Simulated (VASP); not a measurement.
# TiB2 (P6/mmm) in VASP: further runs, part 2 of 2

VASP 6.6.1.

## Step 4: Single point, PBEsol (6.41 Å³/atom)

This run uses another cell than the first one, of 6.41 Å³/atom.

INCAR reads:

```
PREC     = Accurate       # precision mode
ENCUT    = 520            # plane-wave cutoff, eV
EDIFF    = 1E-7           # SCF threshold, eV
ISMEAR   = -1             # smearing method
SIGMA    = 0.05           # smearing width, eV
LREAL    = False          # projectors in reciprocal space
LASPH    = True           # aspherical terms in the spheres
NELM     = 80             # most SCF steps
ALGO     = Normal         # electronic algorithm
ISIF     = 2              # what is computed and relaxed
LWAVE    = False          # write WAVECAR
LCHARG   = False          # write CHGCAR
GGA      = PS             # functional
NBANDS   = 16             # bands
```

KPOINTS reads:

```
regular mesh
0
Gamma
  14 14 11
```

POSCAR reads:

```
TiB2
1.0
    2.7872979094      0.0000000000      0.0000000000
   -1.3936489547      2.4138707974      0.0000000000
    0.0000000000      0.0000000000      2.8598135546
Ti B
1 2
Direct
    0.0000000000      0.0000000000      0.0000000000
    0.3333333333      0.6666666667      0.5000000000
    0.6666666667      0.3333333333      0.5000000000
```

Potentials or basis: VASP PAW PBE potentials, release 64 (Ti_sv, B).

On the command line:

```bash
cat potpaw_PBE.64/Ti_sv/POTCAR potpaw_PBE.64/B/POTCAR > POTCAR
mpirun -np 1 vasp_std > vasp.out
```

OUTCAR:

```text
PREC = Accurate
   ENCUT = 520
   EDIFF = 1E-7
   ISMEAR = -1
   LREAL = False
   LASPH = True
   NELM = 80
   ISIF = 2
   GGA = PS

 ion  position               nearest neighbor table
   1  0.000  0.000  0.000-   2 2.15   3 2.15   2 2.15   3 2.15   2 2.15   2 2.15   3 2.15   3 2.15
                             3 2.15   3 2.15   2 2.15   2 2.15
   2  0.333  0.667  0.500-   3 1.61   3 1.61   3 1.61   1 2.15   1 2.15   1 2.15   1 2.15   1 2.15
                             1 2.15
   3  0.667  0.333  0.500-   2 1.61   2 1.61   2 1.61   1 2.15   1 2.15   1 2.15   1 2.15   1 2.15
                             1 2.15

  LATTYP: Found a hexagonal cell.
 ALAT       =     2.7872979094
 C/A-ratio  =     1.0260164674

  Lattice vectors:

 A1 = (   2.7872979094,   0.0000000000,   0.0000000000)
 A2 = (  -1.3936489547,   2.4138707974,   0.0000000000)
 A3 = (   0.0000000000,   0.0000000000,   2.8598135546)

Analysis of symmetry for initial positions (statically):
=====================================================================
 Subroutine PRICEL returns:
 Original cell was already a primitive cell.

 Routine SETGRP: Setting up the symmetry group for a
 hexagonal supercell.

 Subroutine GETGRP returns: Found 24 space group operations
 (whereof 24 operations were pure point group operations)
 out of a pool of 24 trial point group operations.

The static configuration has the point symmetry D_6h.

Analysis of symmetry for dynamics (positions and initial velocities):
=====================================================================
 Subroutine PRICEL returns:
 Original cell was already a primitive cell.

 Routine SETGRP: Setting up the symmetry group for a
 hexagonal supercell.

 Subroutine GETGRP returns: Found 24 space group operations
 (whereof 24 operations were pure point group operations)
 out of a pool of 24 trial point group operations.

The dynamic configuration has the point symmetry D_6h.

 Subroutine INISYM returns: Found 24 space group operations
 (whereof 24 operations are pure point group operations),
 and found     1 'primitive' translations

----------------------------------------------------------------------------------------

                                     Primitive cell

  volume of cell :      19.2413

  direct lattice vectors                    reciprocal lattice vectors
     2.787297909  0.000000000  0.000000000     0.358770405  0.207136190  0.000000000
    -1.393648955  2.413870797  0.000000000     0.000000000  0.414272380  0.000000000
     0.000000000  0.000000000  2.859813555     0.000000000  0.000000000  0.349673145

  length of vectors
     2.787297909  2.787297909  2.859813555     0.414272380  0.414272380  0.349673145

  position of ions in fractional coordinates (direct lattice)
     0.000000000  0.000000000  0.000000000
     0.333333333  0.666666667  0.500000000
     0.666666667  0.333333333  0.500000000

  ion indices of the primitive-cell ions
   primitive index   ion index
                 1           1
                 2           2
                 3           3

----------------------------------------------------------------------------------------

 KPOINTS: regular mesh

Automatic generation of k-mesh.
 Grid dimensions read from file:
 generate k-points for:   14   14   11

 Generating k-lattice:

  Cartesian coordinates                     Fractional coordinates (reciprocal lattice)
     0.025626458  0.014795442  0.000000000     0.071428571 -0.000000000  0.000000000
     0.000000000  0.029590884  0.000000000     0.000000000  0.071428571  0.000000000
     0.000000000  0.000000000  0.031788468     0.000000000  0.000000000  0.090909091

  Length of vectors
     0.029590884  0.029590884  0.031788468

  Shift w.r.t. Gamma in fractional coordinates (k-lattice)
     0.000000000  0.000000000  0.000000000

 Subroutine IBZKPT returns following result:
 ===========================================

 Found    144 irreducible k-points:

 Following reciprocal coordinates:
            Coordinates               Weight
  0.000000  0.000000  0.000000      1.000000
  0.071429 -0.000000  0.000000      6.000000
  0.142857 -0.000000  0.000000      6.000000
  0.214286 -0.000000  0.000000      6.000000
  0.285714 -0.000000  0.000000      6.000000
  0.357143  0.000000  0.000000      6.000000
[... 16 lines left out ...]
  0.285714  0.285714  0.000000      6.000000
  0.357143  0.285714  0.000000      6.000000
 [... further k-points ...]
   k-points           NKPTS =    144   k-points in BZ     NKDIM =    144   number of bands    NBANDS=     16
   number of dos      NEDOS =    301   number of ions     NIONS =      3
   total plane-waves  NPLWV =  13824
   dimension x,y,z NGX =    24 NGY =   24 NGZ =   24
   dimension x,y,z NGXF=    48 NGYF=   48 NGZF=   48
   ions per type =               1   2
   NGX,Y,Z   is equivalent  to a cutoff of  14.31, 14.31, 13.95 a.u.
   NGXF,Y,Z  is equivalent  to a cutoff of  28.63, 28.63, 27.90 a.u.
 SYSTEM =  unknown system
   PREC   = accura    normal or accurate (medium, high low for compatibility)
   ISTART =      0    job   : 0-new  1-cont  2-samecut
   ICHARG =      2    charge: 1-file 2-atom 10-const
   ISPIN  =      1    spin polarized calculation?
   LNONCOLLINEAR =      F non collinear calculations
   LSORBIT =      F    spin-orbit coupling
   LASPH  =      T    aspherical Exc in radial PAW
   ENCUT  =  520.0 eV  38.22 Ry    6.18 a.u.   5.18  5.18  5.32*2*pi/ulx,y,z
   NELM   =     80;   NELMIN=  2; NELMDL= -5     # of ELM steps
   EDIFF  = 0.1E-06   stopping-criterion for ELM
   LREAL  =      F    real-space projection
   EDIFFG = 0.1E-05   stopping-criterion for IOM
   NSW    =      0    number of steps for IOM
   IBRION =     -1    ionic relax: 0-MD 1-quasi-New 2-CG
   NFREE  =      0    steps in history (QN), initial steepest desc. (CG)
   ISIF   =      2    stress and relaxation
   ISYM   =      2    0-nonsym 1-usesym 2-fastsym
   POTIM  = 0.5000    time-step for ionic-motion
   TEBEG  =    0.0;   TEEND  =   0.0 temperature during run
   PSTRESS=    0.0 pullay stress
   NELECT =      18.0000    total number of electrons
   NUPDOWN=      -1.0000    fix difference up-down
   EMIN   =  10.00;   EMAX   =-10.00  energy-range for DOS
   EFERMI =   0.00;   METHOD = LEGACY
   ISMEAR =    -1;   SIGMA  =   0.05  broadening in eV -4-tet -1-fermi 0-gaus
   EFERMI_NEDOS =   21; number of points for ismear=-14 and -15
   IALGO  =     38    algorithm
   IMIX   =      4    mixing-type and parameters
     AMIX     =   0.40;   BMIX     =  1.00
     AMIX_MAG =   1.60;   BMIX_MAG =  1.00
  volume/ion in A,a.u.               =       6.41        43.28
  Fermi-wavevector in a.u.,A,eV,Ry     =   1.601108  3.025655 34.879171  2.563547
  Thomas-Fermi vector in A             =   2.698138
   LORBIT       =      0    0 simple, 1 ext, 2 COOP (PROOUT), +10 PAW based schemes
   GGA     = PS    functional components
   LHFCALC =     F    Hartree Fock is set to
   AEXX    =    0.0000 exact exchange contribution
   IVDW    =     0    specifies the selected vdW correction
   LEPSILON=     F    determine dielectric tensor
   LRPA    =     F    only Hartree local field effects (RPA)
 non-spin polarized calculation
  energy-cutoff  :      520.00
  volume of cell :       19.24
 maximum number of plane-waves:       533
 NGX is ok and might be reduce to    24
   NGX = 11   NGY = 11   NGZ = 11

 number of electron      17.9999999 magnetization

 Free energy of the ion-electron system (eV)
  ---------------------------------------------------
  ext. energy  EPLUGINS =         0.00000000
  ---------------------------------------------------
  free energy    TOTEN  =       -24.04532525 eV

  energy without entropy =      -24.04321078  energy(sigma->0) =      -24.04426802

 E-fermi :  13.2957     XC(G=0): -14.3294

 val. band max:       13.2236760202   @ k =   0.0714  -0.0000   0.3636
 cond. band min:      13.2976798012   @ k =   0.0714   0.0714   0.2727
 fundamental gap:      0.0740037810
 Fermi energy:        13.2957474699

 k-point     1 :       0.0000    0.0000    0.0000
  band No.  band energies     occupation
      1     -42.6233      2.00000
      2     -19.0833      2.00000
      3     -18.5866      2.00000
      4     -18.5866      2.00000
      5      -1.5093      2.00000
      6       9.7323      2.00000
[... 433 lines left out ...]
      3     -19.2216      2.00000
      4     -18.8729      2.00000
      5       4.1134      2.00000
      6       4.3930      2.00000
[... 8 lines left out ...]
     15      25.8947      0.00000
     16      26.8911      0.00000

 [... further k-points ...]

------------------------ aborting loop because EDIFF is reached ----------------------------------------

  FORCE on cell =-STRESS in cart. coord.  units (eV):
  Direction    XX          YY          ZZ          XY          YZ          ZX
  --------------------------------------------------------------------------------------
  -------------------------------------------------------------------------------------
  Total       14.1240266     14.1240266     14.0701633      0.0000000      0.0000000      0.0000000
  in kB     1176.0721857   1176.0721857   1171.5871234      0.0000000      0.0000000      0.0000000
  external PRESSURE =    1174.5771649 kB  Pullay stress =       0.0000000 kB

 VOLUME and BASIS-vectors are now :
 -----------------------------------------------------------------------------
  energy-cutoff  :      520.00
  volume of cell :       19.24
      direct lattice vectors                 reciprocal lattice vectors
     2.787297909  0.000000000  0.000000000     0.358770405  0.207136190  0.000000000
    -1.393648955  2.413870797  0.000000000     0.000000000  0.414272380  0.000000000
     0.000000000  0.000000000  2.859813555     0.000000000  0.000000000  0.349673145

 POSITION                                       TOTAL-FORCE (eV/Angst)
 -----------------------------------------------------------------------------------
      0.00000      0.00000      0.00000        -0.000000      0.000000      0.000000
     -0.00000      1.60925      1.42991        -0.000000      0.000000      0.000000
      1.39365      0.80462      1.42991         0.000000     -0.000000      0.000000
 -----------------------------------------------------------------------------------
    total drift:                               -0.000000      0.000000      0.000000

  FREE ENERGIE OF THE ION-ELECTRON SYSTEM (eV)
  ---------------------------------------------------
  free  energy   TOTEN  =       -24.0453252488 eV

  energy  without entropy=      -24.0432107828  energy(sigma->0) =      -24.04426802
```

Wall time 61 s (1 thread of Intel Xeon 8259CL, shared host); peak memory 0.17 GiB.

What came out:

```
Free energy            : -24.0453 eV
Pressure               : 117.5 GPa
Band gap on the k mesh : zero (bands 9 and 10 overlap by 0.99 eV)
```

Stress tensor (GPa, compression positive):
```
117.61   0.00   0.00
  0.00 117.61   0.00
  0.00   0.00 117.16
```

Caveat: the cell stands under pressure; the PAW data sets were made with another functional, which shifts forces and pressure a little.

## Step 5: Single point, PBEsol

This run uses another cell than the first one, of 8.55 Å³/atom.

INCAR reads:

```
SYSTEM = TiB2
  ALGO = Normal
  EDIFF = 1E-7
  ENCUT = 520
  GGA = PS
  ISIF = 2
  ISMEAR = -1
  LASPH = .True.
  LCHARG = .False.
  LREAL = .False.
  LWAVE = .False.
  NBANDS = 16
  NELM = 100
  PREC = Accurate
  SIGMA = 0.05
```

KPOINTS reads:

```
k-points
0
Gamma
  14 14 11
  0 0 0
```

POSCAR reads:

```
TiB2
1.0
    3.0362503519      0.0000000000      0.0000000000
   -1.5181251759      2.6294699370      0.0000000000
    0.0000000000      0.0000000000      3.2134243380
Ti B
1 2
Direct
    0.0000000000      0.0000000000      0.0000000000
    0.3333333333      0.6666666667      0.5000000000
    0.6666666667      0.3333333333      0.5000000000
```

Potentials or basis: VASP PAW PBE potentials, release 64 (Ti_sv, B).

On the command line:

```bash
cat potpaw_PBE.64/Ti_sv/POTCAR potpaw_PBE.64/B/POTCAR > POTCAR
mpirun -np 1 vasp_std > vasp.out
```

OUTCAR:

```text
SYSTEM = TiB2
   EDIFF = 1E-7
   ENCUT = 520
   GGA = PS
   ISIF = 2
   ISMEAR = -1
   LASPH = .True.
   LREAL = .False.
   NELM = 100
   PREC = Accurate

 ion  position               nearest neighbor table
   1  0.000  0.000  0.000-   2 2.38   3 2.38   2 2.38   3 2.38   2 2.38   2 2.38   3 2.38   3 2.38
                             3 2.38   3 2.38   2 2.38   2 2.38
   2  0.333  0.667  0.500-   3 1.75   3 1.75   3 1.75   1 2.38   1 2.38   1 2.38   1 2.38   1 2.38
                             1 2.38
   3  0.667  0.333  0.500-   2 1.75   2 1.75   2 1.75   1 2.38   1 2.38   1 2.38   1 2.38   1 2.38
                             1 2.38

  LATTYP: Found a hexagonal cell.
 ALAT       =     3.0362503519
 C/A-ratio  =     1.0583528911

  Lattice vectors:

 A1 = (   3.0362503519,   0.0000000000,   0.0000000000)
 A2 = (  -1.5181251759,   2.6294699370,   0.0000000000)
 A3 = (   0.0000000000,   0.0000000000,   3.2134243380)

Analysis of symmetry for initial positions (statically):
=====================================================================
 Subroutine PRICEL returns:
 Original cell was already a primitive cell.

 Routine SETGRP: Setting up the symmetry group for a
 hexagonal supercell.

 Subroutine GETGRP returns: Found 24 space group operations
 (whereof 24 operations were pure point group operations)
 out of a pool of 24 trial point group operations.

The static configuration has the point symmetry D_6h.

Analysis of symmetry for dynamics (positions and initial velocities):
=====================================================================
 Subroutine PRICEL returns:
 Original cell was already a primitive cell.

 Routine SETGRP: Setting up the symmetry group for a
 hexagonal supercell.

 Subroutine GETGRP returns: Found 24 space group operations
 (whereof 24 operations were pure point group operations)
 out of a pool of 24 trial point group operations.

The dynamic configuration has the point symmetry D_6h.

 Subroutine INISYM returns: Found 24 space group operations
 (whereof 24 operations are pure point group operations),
 and found     1 'primitive' translations
[... 119 lines left out ...]
  Fermi-wavevector in a.u.,A,eV,Ry     =   1.454703  2.748990 28.792122  2.116161
  Thomas-Fermi vector in A             =   2.571823
   LORBIT       =      0    0 simple, 1 ext, 2 COOP (PROOUT), +10 PAW based schemes
   GGA     = PS    functional components
   LHFCALC =     F    Hartree Fock is set to
   AEXX    =    0.0000 exact exchange contribution
   IVDW    =     0    specifies the selected vdW correction
   LEPSILON=     F    determine dielectric tensor
   LRPA    =     F    only Hartree local field effects (RPA)
 non-spin polarized calculation
  energy-cutoff  :      520.00
  volume of cell :       25.66
 maximum number of plane-waves:       719
 NGX is ok and might be reduce to    24
   NGX = 11   NGY = 11   NGZ = 11

 number of electron      17.9999999 magnetization

 Free energy of the ion-electron system (eV)
  ---------------------------------------------------
  ext. energy  EPLUGINS =         0.00000000
  ---------------------------------------------------
  free energy    TOTEN  =       -25.78606842 eV

  energy without entropy =      -25.78313838  energy(sigma->0) =      -25.78460340

 E-fermi :   9.9269     XC(G=0): -12.8735

 val. band max:        9.9257571407   @ k =   0.0000   0.0000   0.3636
 cond. band min:       9.9333609298   @ k =   0.0714  -0.0000   0.3636
 fundamental gap:      0.0076037890
 Fermi energy:         9.9268916654

 k-point     1 :       0.0000    0.0000    0.0000
  band No.  band energies     occupation
      1     -46.7822      2.00000
      2     -23.2373      2.00000
      3     -22.9268      2.00000
      4     -22.9268      2.00000
      5      -3.5527      2.00000
      6       7.2690      2.00000
[... 433 lines left out ...]
      3     -23.1759      2.00000
      4     -23.1600      2.00000
      5       1.3786      2.00000
      6       1.6033      2.00000
[... 8 lines left out ...]
     15      19.6331      0.00000
     16      20.3766      0.00000

 [... further k-points ...]

------------------------ aborting loop because EDIFF is reached ----------------------------------------

  FORCE on cell =-STRESS in cart. coord.  units (eV):
  Direction    XX          YY          ZZ          XY          YZ          ZX
  --------------------------------------------------------------------------------------
  -------------------------------------------------------------------------------------
  Total       -0.8022887     -0.8022887     -0.8217897     -0.0000000      0.0000000      0.0000000
  in kB      -50.1034203    -50.1034203    -51.3212712     -0.0000000      0.0000000      0.0000000
  external PRESSURE =     -50.5093706 kB  Pullay stress =       0.0000000 kB

 VOLUME and BASIS-vectors are now :
 -----------------------------------------------------------------------------
  energy-cutoff  :      520.00
  volume of cell :       25.66
      direct lattice vectors                 reciprocal lattice vectors
     3.036250352  0.000000000  0.000000000     0.329353605  0.190152393  0.000000000
    -1.518125176  2.629469937  0.000000000     0.000000000  0.380304785  0.000000000
     0.000000000  0.000000000  3.213424338     0.000000000  0.000000000  0.311194506

 POSITION                                       TOTAL-FORCE (eV/Angst)
 -----------------------------------------------------------------------------------
      0.00000      0.00000      0.00000         0.000000     -0.000000      0.000000
     -0.00000      1.75298      1.60671        -0.000000      0.000000     -0.000000
      1.51813      0.87649      1.60671         0.000000      0.000000      0.000000
 -----------------------------------------------------------------------------------
    total drift:                               -0.000000      0.000000      0.000000

  FREE ENERGIE OF THE ION-ELECTRON SYSTEM (eV)
  ---------------------------------------------------
  free  energy   TOTEN  =       -25.7860684228 eV

  energy  without entropy=      -25.7831383844  energy(sigma->0) =      -25.78460340
```

stdout:

```text
POSCAR found type information on POSCAR TiB
 POSCAR found :  2 types and       3 ions
 scaLAPACK will be used
 -----------------------------------------------------------------------------
|                                                                             |
|                                                                             |
|     You enforced a specific xc type in the INCAR file but a different       |
|     I HOPE YOU KNOW WHAT YOU ARE DOING!                                     |
|                                                                             |
 -----------------------------------------------------------------------------

 LDA part: xc-table for (Slater+PW92), standard interpolation
 POSCAR, INCAR and KPOINTS ok, starting setup
 FFT: planning ... GRIDC
 FFT: planning ... GRID_SOFT
 FFT: planning ... GRID
 WAVECAR not read
 entering main loop
```

Run time: 66 s. Hardware: 1 thread of Intel Xeon 8259CL, shared host; peak memory 0.18 GiB.

Results:

```
Free energy            : -25.7861 eV
Pressure               : -5.1 GPa
Band gap on the k mesh : zero (bands 9 and 10 overlap by 0.65 eV)
```

Stress tensor (GPa, compression positive):
```
-5.01  0.00  0.00
 0.00 -5.01  0.00
 0.00  0.00 -5.13
```

Caveat: the cell stands under tension; the PAW data sets were made with another functional, which shifts forces and pressure a little.

## Step 6: The runs side by side

| cell | gap on the mesh (eV) | pressure (GPa) |
| --- | --- | --- |
| a = 2.537, b = 2.537, c = 2.532 Å, angles 90.0, 90.0, 120.0°, 3 atoms | none | 452.9 |
| a = 2.787, b = 2.787, c = 2.860 Å, angles 90.0, 90.0, 120.0°, 3 atoms | none | 117.5 |
| a = 3.036, b = 3.036, c = 3.213 Å, angles 90.0, 90.0, 120.0°, 3 atoms | none | -5.1 |

Alike in all rows: task single point; level PBEsol; potentials or basis VASP PAW PBE potentials, release 64 (Ti_sv, B); no spin polarisation; k mesh 14 × 14 × 11; cutoff (eV) 520; smearing fermi-dirac 0.05 eV.

Caveats: the PAW data sets were made with another functional, which shifts forces and pressure a little; the cell stands under pressure (at least some runs); the cell stands under tension (at least some runs).

Absolute energies hang on the potentials; compare differences alone.
